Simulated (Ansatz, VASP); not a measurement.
# One calculation of Au, two programs

```
Au
1.0
    -1.57441    1.57441    1.61584
     1.57441   -1.57441    1.61584
     1.57441    1.57441   -1.61584
Au
1
Direct
  0.00000 0.00000 0.00000
```

Change from the starting cell: strain -0.050 along x and y, -0.025 along z, atoms carried along.

Alike in both runs: task single point; functional r2SCAN; k mesh 20 × 20 × 20; occupations gaussian, width 0.15 eV; no spin polarisation.

|  | VASP | Ansatz |
| --- | --- | --- |
| version | VASP 6.6.1 | Ansatz 0.2.0 |
| potentials or method | VASP PAW PBE potentials, release 64 (Au), cutoff 520 eV | scalar-relativistic, plane waves, PAW |
| valence electrons in the cell | 11 | 19 |

|  | VASP | Ansatz | Ansatz less VASP |
| --- | --- | --- | --- |
| gap on the k mesh at the Fermi level (eV) | none | none | - |
| pressure (GPa) | 19.2 | 18.6 | -0.53 |

VASP's potentials were made for PBE, not for r2SCAN. A gap of «none» marks a metal or a gap that the smearing closes. With one functional, cell and mesh, what is left measures potentials, basis and numerics. VASP's potentials hold 11 valence electrons a cell and Ansatz's 19, so a difference there can come from the potentials and not from the codes.

Neither program's run includes spin-orbit coupling.
